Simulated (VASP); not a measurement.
# CuBr2N2 (C2/m) in VASP: single point with PBE+U

Aim: the single point of CuBr2N2 with PBE+U.

Everything below comes from runs of VASP 6.6.1. Logs are shortened: lines on timing, memory, paths and dates and some standing lists are left out, and cuts for length are marked.

## Step 1: The cell of the first run

It takes space group C2/m (No. 12, monoclinic). Conventional cell: a = 7.674 Å, b = 7.775 Å, c = 4.031 Å, α = 90.00°, β = 100.55°, γ = 90.00°. Cu (site symmetry 2/m) has 2 N at 1.87 Å and 2 Br at 2.31 Å within 2.5 Å. Within 3.0 Å of Br (site symmetry m) lie 1 Cu at 2.31 Å and 2 N at 2.97 Å. N (site symmetry 2) has 1 Cu at 1.87 Å within 2.5 Å.

## Step 2: Single point, PBE+U, collinear spin, ferromagnetic start

Input file INCAR:

```
SYSTEM = CuBr2N2
ALGO     = Normal         ! electronic algorithm
EDIFF    = 1E-6           ! SCF threshold, eV
ENCUT    = 520            ! plane-wave cutoff, eV
GGA      = PE             ! functional
ISIF     = 2              ! what is computed and relaxed
ISMEAR   = 0              ! smearing method
ISPIN    = 2              ! spin polarisation
LASPH    = .TRUE.         ! aspherical terms in the spheres
LCHARG   = .FALSE.        ! write CHGCAR
LDAU     = .TRUE.         ! DFT+U
LDAUJ    = 0 0 0        
LDAUL    = 2 -1 -1        ! shell
LDAUPRINT= 1            
LDAUTYPE = 2            
LDAUU    = 4.1 0 0        ! U, eV
LMAXMIX  = 4              ! l up to which the mixer works
LORBIT   = 11             ! projections on sites
LREAL    = .FALSE.        ! projectors in reciprocal space
LWAVE    = .FALSE.        ! write WAVECAR
MAGMOM   = 0 0.19 0.19 1.73 1.73 ! initial moments
NBANDS   = 30             ! bands
NELM     = 150            ! most SCF steps
PREC     = Accurate       ! precision mode
SIGMA    = 0.1            ! smearing width, eV
```

Input file KPOINTS:

```
k-points
0
G
  1 1 1
  0 0 0
```

Input file POSCAR:

```
CuBr2N2
1.0
    3.8371950000     -3.8872890000      0.0000000000
    3.8371950000      3.8872890000      0.0000000000
   -0.7380830000      0.0000000000      3.9625100000
Cu Br N
1 2 2
Direct
    0.0000000000      0.0000000000      0.0000000000
    0.7527280000      0.7527280000      0.5777260000
    0.2472720000      0.2472720000      0.4222740000
    0.2410870000      0.7589130000      0.0000000000
    0.7589130000      0.2410870000      0.0000000000
```

Potentials or basis: VASP PAW PBE potentials, release 64 (Cu, Br, N).

Launch:

```bash
> cat potpaw_PBE.64/Cu/POTCAR potpaw_PBE.64/Br/POTCAR potpaw_PBE.64/N/POTCAR > POTCAR
> mpirun -np 1 vasp_gam > vasp.out
```

OUTCAR:

```text
SYSTEM = CuBr2N2
   EDIFF = 1E-6
   ENCUT = 520
   GGA = PE
   ISIF = 2
   ISMEAR = 0
   ISPIN = 2
   LASPH = .TRUE.
   LORBIT = 11
   LREAL = .FALSE.
   NELM = 150
   PREC = Accurate

 ion  position               nearest neighbor table
   1  0.000  0.000  0.000-   4 1.87   5 1.87   2 2.31   3 2.31
   2  0.753  0.753  0.578-   1 2.31
   3  0.247  0.247  0.422-   1 2.31
   4  0.241  0.759  0.000-   1 1.87
   5  0.759  0.241  0.000-   1 1.87

  LATTYP: Found a base centered monoclinic cell.
 ALAT       =     7.6743900000
 B/A-ratio  =     1.0130548487
 C/A-ratio  =     0.5252096866
 COS(beta)  =    -0.1831169768

  Lattice vectors:

 A1 = (   3.8371950000,  -3.8872890000,   0.0000000000)
 A2 = (   3.8371950000,   3.8872890000,   0.0000000000)
 A3 = (  -0.7380830000,   0.0000000000,   3.9625100000)

Analysis of symmetry for initial positions (statically):
=====================================================================
 Subroutine PRICEL returns:
 Original cell was already a primitive cell.

 Routine SETGRP: Setting up the symmetry group for a
 base centered monoclinic supercell.

 Subroutine GETGRP returns: Found  4 space group operations
 (whereof  4 operations were pure point group operations)
 out of a pool of  4 trial point group operations.

The static configuration has the point symmetry C_2h.

Analysis of symmetry for dynamics (positions and initial velocities):
=====================================================================
 Subroutine PRICEL returns:
 Original cell was already a primitive cell.

 Routine SETGRP: Setting up the symmetry group for a
 base centered monoclinic supercell.

 Subroutine GETGRP returns: Found  4 space group operations
 (whereof  4 operations were pure point group operations)
 out of a pool of  4 trial point group operations.

The dynamic configuration has the point symmetry C_2h.

Analysis of structural, dynamic, and magnetic symmetry:
=====================================================================
 Subroutine PRICEL returns:
 Original cell was already a primitive cell.

 Routine SETGRP: Setting up the symmetry group for a
 base centered monoclinic supercell.

 Subroutine GETGRP returns: Found  4 space group operations
 (whereof  4 operations were pure point group operations)
 out of a pool of  4 trial point group operations.

The overall configuration has the point symmetry C_2h.

 Subroutine INISYM returns: Found  4 space group operations
 (whereof  4 operations are pure point group operations),
 and found     1 'primitive' translations

----------------------------------------------------------------------------------------

                                     Primitive cell

  volume of cell :     118.2119

  direct lattice vectors                    reciprocal lattice vectors
     3.837195000 -3.887289000  0.000000000     0.130303516 -0.128624345  0.024271184
     3.837195000  3.887289000  0.000000000     0.130303516  0.128624345  0.024271184
    -0.738083000  0.000000000  3.962510000     0.000000000  0.000000000  0.252365294

  length of vectors
     5.462149873  5.462149873  4.030663967     0.184695205  0.184695205  0.252365294

  position of ions in fractional coordinates (direct lattice)
     0.000000000  0.000000000  0.000000000
     0.752728000  0.752728000  0.577726000
     0.247272000  0.247272000  0.422274000
     0.241087000  0.758913000  0.000000000
     0.758913000  0.241087000  0.000000000

  ion indices of the primitive-cell ions
   primitive index   ion index
                 1           1
                 2           2
                 3           3
                 4           4
                 5           5

----------------------------------------------------------------------------------------

 KPOINTS: k-points

Automatic generation of k-mesh.
 Grid dimensions read from file:
 generate k-points for:    1    1    1

 Generating k-lattice:

  Cartesian coordinates                     Fractional coordinates (reciprocal lattice)
     0.130303516 -0.128624345  0.024271184     1.000000000  0.000000000  0.000000000
     0.130303516  0.128624345  0.024271184     0.000000000  1.000000000  0.000000000
     0.000000000  0.000000000  0.252365294     0.000000000  0.000000000  1.000000000

  Length of vectors
     0.184695205  0.184695205  0.252365294

  Shift w.r.t. Gamma in fractional coordinates (k-lattice)
     0.000000000  0.000000000  0.000000000

 Subroutine IBZKPT returns following result:
 ===========================================

 Found      1 irreducible k-points:

 Following reciprocal coordinates:
            Coordinates               Weight
  0.000000  0.000000  0.000000      1.000000
   k-points           NKPTS =      1   k-points in BZ     NKDIM =      1   number of bands    NBANDS=     30
   number of dos      NEDOS =    301   number of ions     NIONS =      5
   total plane-waves  NPLWV =  52920
   dimension x,y,z NGX =    42 NGY =   42 NGZ =   30
   dimension x,y,z NGXF=    84 NGYF=   84 NGZF=   60
   ions per type =               1   2   2
   NGX,Y,Z   is equivalent  to a cutoff of  12.78, 12.78, 12.37 a.u.
   NGXF,Y,Z  is equivalent  to a cutoff of  25.57, 25.57, 24.75 a.u.
 SYSTEM =  CuBr2N2
   PREC   = accura    normal or accurate (medium, high low for compatibility)
   ISTART =      0    job   : 0-new  1-cont  2-samecut
   ICHARG =      2    charge: 1-file 2-atom 10-const
   ISPIN  =      2    spin polarized calculation?
   LNONCOLLINEAR =      F non collinear calculations
   LSORBIT =      F    spin-orbit coupling
   LASPH  =      T    aspherical Exc in radial PAW
   ENCUT  =  520.0 eV  38.22 Ry    6.18 a.u.  10.16 10.16  7.49*2*pi/ulx,y,z
   NELM   =    150;   NELMIN=  2; NELMDL= -5     # of ELM steps
   EDIFF  = 0.1E-05   stopping-criterion for ELM
   LREAL  =      F    real-space projection
   EDIFFG = 0.1E-04   stopping-criterion for IOM
   NSW    =      0    number of steps for IOM
   IBRION =     -1    ionic relax: 0-MD 1-quasi-New 2-CG
   NFREE  =      0    steps in history (QN), initial steepest desc. (CG)
   ISIF   =      2    stress and relaxation
   ISYM   =      2    0-nonsym 1-usesym 2-fastsym
   POTIM  = 0.5000    time-step for ionic-motion
   TEBEG  =    0.0;   TEEND  =   0.0 temperature during run
   PSTRESS=    0.0 pullay stress
   NELECT =      35.0000    total number of electrons
   NUPDOWN=      -1.0000    fix difference up-down
   EMIN   =  10.00;   EMAX   =-10.00  energy-range for DOS
   EFERMI =   0.00;   METHOD = LEGACY
   ISMEAR =     0;   SIGMA  =   0.10  broadening in eV -4-tet -1-fermi 0-gaus
   EFERMI_NEDOS =   21; number of points for ismear=-14 and -15
   IALGO  =     38    algorithm
   IMIX   =      4    mixing-type and parameters
     AMIX     =   0.40;   BMIX     =  1.00
     AMIX_MAG =   1.60;   BMIX_MAG =  1.00
  volume/ion in A,a.u.               =      23.64       159.55
  Fermi-wavevector in a.u.,A,eV,Ry     =   1.091132  2.061940 16.198665  1.190568
  Thomas-Fermi vector in A             =   2.227371
   LORBIT       =     11    0 simple, 1 ext, 2 COOP (PROOUT), +10 PAW based schemes
 LDA+U is selected, type is set to LDAUTYPE =  2
   angular momentum for each species LDAUL =     2   -1   -1
   U (eV)           for each species LDAUU =   4.1  0.0  0.0
   J (eV)           for each species LDAUJ =   0.0  0.0  0.0
   GGA     = PE    functional components
   LHFCALC =     F    Hartree Fock is set to
   AEXX    =    0.0000 exact exchange contribution
   IVDW    =     0    specifies the selected vdW correction
   LEPSILON=     F    determine dielectric tensor
   LRPA    =     F    only Hartree local field effects (RPA)
 spin polarized calculation
 Gauss-broadening in eV      SIGMA  =   0.10
  energy-cutoff  :      520.00
  volume of cell :      118.21
 maximum number of plane-waves:      1594
 NGX is ok and might be reduce to    42
   NGX = 21   NGY = 21   NGZ = 15

atom =   1  type =  1  l = 2

 onsite density matrix

spin component  1

  0.9810 -0.0014  0.0000  0.0000  0.0000
 -0.0014  0.9804  0.0000  0.0000  0.0000
  0.0000  0.0000  0.9056 -0.0528 -0.0903
  0.0000  0.0000 -0.0528  0.9182 -0.0762
  0.0000  0.0000 -0.0903 -0.0762  0.8164

spin component  2

  0.9471  0.0153  0.0000  0.0000  0.0000
  0.0153  0.9278  0.0000  0.0000  0.0000
  0.0000  0.0000  0.9287 -0.0252 -0.0499
  0.0000  0.0000 -0.0252  0.9494 -0.0289
  0.0000  0.0000 -0.0499 -0.0289  0.8885

 occupancies and eigenvectors

  o =  0.7175  v =  0.0000  0.0000  0.4861  0.4190  0.7669  0.0000  0.0000  0.0000  0.0000  0.0000      0.0000  0.0000  0.0000  0.0000  0.0000  0.0000  0.0000  0.0000  0.0000  0.0000
  o =  0.8414  v =  0.0000  0.0000  0.0000  0.0000  0.0000  0.0000  0.0000  0.5384  0.3327  0.7742      0.0000  0.0000  0.0000  0.0000  0.0000  0.0000  0.0000  0.0000  0.0000  0.0000
  o =  0.9193  v =  0.0000  0.0000  0.0000  0.0000  0.0000  0.4836 -0.8753  0.0000  0.0000  0.0000      0.0000  0.0000  0.0000  0.0000  0.0000  0.0000  0.0000  0.0000  0.0000  0.0000
  o =  0.9556  v =  0.0000  0.0000  0.0000  0.0000  0.0000 -0.8753 -0.4836  0.0000  0.0000  0.0000      0.0000  0.0000  0.0000  0.0000  0.0000  0.0000  0.0000  0.0000  0.0000  0.0000
  o =  0.9571  v =  0.0000  0.0000 -0.4064 -0.6685  0.6228  0.0000  0.0000  0.0000  0.0000  0.0000      0.0000  0.0000  0.0000  0.0000  0.0000  0.0000  0.0000  0.0000  0.0000  0.0000
  o =  0.9581  v =  0.0000  0.0000  0.0000  0.0000  0.0000  0.0000  0.0000 -0.4660 -0.6479  0.6025      0.0000  0.0000  0.0000  0.0000  0.0000  0.0000  0.0000  0.0000  0.0000  0.0000
  o =  0.9656  v =  0.0000  0.0000  0.7737 -0.6145 -0.1546  0.0000  0.0000  0.0000  0.0000  0.0000      0.0000  0.0000  0.0000  0.0000  0.0000  0.0000  0.0000  0.0000  0.0000  0.0000
  o =  0.9670  v =  0.0000  0.0000  0.0000  0.0000  0.0000  0.0000  0.0000  0.7021 -0.6852 -0.1938      0.0000  0.0000  0.0000  0.0000  0.0000  0.0000  0.0000  0.0000  0.0000  0.0000
  o =  0.9793  v = -0.6306 -0.7761  0.0000  0.0000  0.0000  0.0000  0.0000  0.0000  0.0000  0.0000      0.0000  0.0000  0.0000  0.0000  0.0000  0.0000  0.0000  0.0000  0.0000  0.0000
  o =  0.9822  v = -0.7761  0.6306  0.0000  0.0000  0.0000  0.0000  0.0000  0.0000  0.0000  0.0000      0.0000  0.0000  0.0000  0.0000  0.0000  0.0000  0.0000  0.0000  0.0000  0.0000

 number of electron      34.9999996 magnetization       5.0000347

 Free energy of the ion-electron system (eV)
  ---------------------------------------------------
  ext. energy  EPLUGINS =         0.00000000
  ---------------------------------------------------
  free energy    TOTEN  =       -11.98781696 eV

  energy without entropy =      -11.98781696  energy(sigma->0) =      -11.98781696

 E-fermi :   0.0981     XC(G=0):  -8.1454

 val. band max:       -0.4439762076   @ k =   0.0000   0.0000   0.0000
 cond. band min:       0.8433802226   @ k =   0.0000   0.0000   0.0000
 fundamental gap:      1.2873564301
 Fermi energy:         0.0980670102

 spin component 1

 k-point     1 :       0.0000    0.0000    0.0000
  band No.  band energies     occupation
      1     -14.9762      1.00000
      2     -13.8603      1.00000
      3     -13.8488      1.00000
      4     -13.5110      1.00000
      5      -5.4385      1.00000
      6      -5.1734      1.00000
[... 21 lines left out ...]
     28      11.4781      0.00000
     29      12.1254      0.00000
 Fermi energy:         0.0980670102

 spin component 2

 k-point     1 :       0.0000    0.0000    0.0000
  band No.  band energies     occupation
      1     -14.1390      1.00000
      2     -13.5500      1.00000
      3     -11.0687      1.00000
      4     -10.5550      1.00000
      5      -5.0053      1.00000
      6      -4.9460      1.00000
[... 21 lines left out ...]
     28      11.7833      0.00000
     29      12.4458      0.00000
 [bands above 29 left out]

------------------------ aborting loop because EDIFF is reached ----------------------------------------

  FORCE on cell =-STRESS in cart. coord.  units (eV):
  Direction    XX          YY          ZZ          XY          YZ          ZX
  --------------------------------------------------------------------------------------
  -------------------------------------------------------------------------------------
  Total        3.5553163      0.3573117      5.7299770      0.0000000      0.0000000     -2.5637136
  in kB       48.1867641      4.8428027     77.6608959      0.0000000      0.0000000    -34.7471365
  external PRESSURE =      43.5634875 kB  Pullay stress =       0.0000000 kB

 VOLUME and BASIS-vectors are now :
 -----------------------------------------------------------------------------
  energy-cutoff  :      520.00
  volume of cell :      118.21
      direct lattice vectors                 reciprocal lattice vectors
     3.837195000 -3.887289000  0.000000000     0.130303516 -0.128624345  0.024271184
     3.837195000  3.887289000  0.000000000     0.130303516  0.128624345  0.024271184
    -0.738083000  0.000000000  3.962510000     0.000000000  0.000000000  0.252365294

 POSITION                                       TOTAL-FORCE (eV/Angst)
 -----------------------------------------------------------------------------------
      0.00000      0.00000      0.00000         0.000000     -0.000000     -0.000000
      5.35032      0.00000      2.28925        -0.174783      0.000000      0.137049
      1.58599      0.00000      1.67326         0.174783      0.000000     -0.137049
      3.83719      2.01294      0.00000        -0.000000     -0.104918     -0.000000
      3.83719     -2.01294      0.00000        -0.000000      0.104918      0.000000
 -----------------------------------------------------------------------------------
    total drift:                                0.000000     -0.000000     -0.000000

  FREE ENERGIE OF THE ION-ELECTRON SYSTEM (eV)
  ---------------------------------------------------
  free  energy   TOTEN  =       -11.9878169615 eV

  energy  without entropy=      -11.9878169615  energy(sigma->0) =      -11.98781696

 total charge

# of ion       s       p       d       tot
------------------------------------------
    1        0.432   0.455   9.221  10.107
    2        1.607   3.224   0.015   4.846
    3        1.607   3.224   0.015   4.846
    4        1.331   2.034   0.000   3.365
    5        1.331   2.034   0.000   3.365
--------------------------------------------------
tot          6.309  10.970   9.251  26.530

 magnetization (x)

# of ion       s       p       d       tot
------------------------------------------
    1       -0.006   0.051  -0.040   0.005
    2        0.011   0.282   0.001   0.293
    3        0.011   0.282   0.001   0.293
    4        0.039   1.494   0.000   1.533
    5        0.039   1.494   0.000   1.533
--------------------------------------------------
tot          0.095   3.602  -0.039   3.658
```

Run time: 18 s. Hardware: 1 thread of Intel Xeon Platinum 8488C (Sapphire Rapids), shared host; peak memory 0.24 GiB.

Results:

| Property | Result |
| --- | --- |
| Free energy | -11.9878 eV |
| Pressure | 4.4 GPa |
| Largest force | 0.222 eV/Å |
| Net moment | 5.00 μB per cell |
| Site moments | Cu +0.01; Br +0.29; N +1.53 μB |
| Valence electrons inside the program's atomic spheres | Cu 10.11; Br 4.85; N 3.37 |

Forces on the atoms (eV/Å):
```
Cu   0.000  0.000  0.000
Br  -0.175  0.000  0.137
Br   0.175  0.000 -0.137
N    0.000 -0.105  0.000
N    0.000  0.105  0.000
```

Levels at points of the mesh, in eV from the Fermi level:
Spin up:
```csv
k point,band 18,band 19,band 20,band 21,band 22,band 23
"(0.00, 0.00, 0.00)",-0.67,-0.62,-0.54,1.07,5.44,6.41
```
Spin down:
| k point | band 11 | band 12 | band 13 | band 14 | band 15 | band 16 | band 17 | band 18 | band 19 | band 20 |
| --- | --- | --- | --- | --- | --- | --- | --- | --- | --- | --- |
| (0.00, 0.00, 0.00) | -2.42 | -1.98 | -1.58 | -0.85 | -0.66 | 0.75 | 1.41 | 1.89 | 1.90 | 2.19 |

Eigenvalues of the final occupation matrices:
```csv
site,spin,trace,eigenvalues
site 1 d,1,4.60,0.72 0.96 0.97 0.98 0.98
site 1 d,2,4.64,0.84 0.92 0.96 0.96 0.97
```

Caveat: the k points lie up to 1.59 Å⁻¹ apart; a cell with one magnetic atom can't hold antiferromagnetic order, which such compounds often take. The state reached can hang on the start; a lower one may exist.
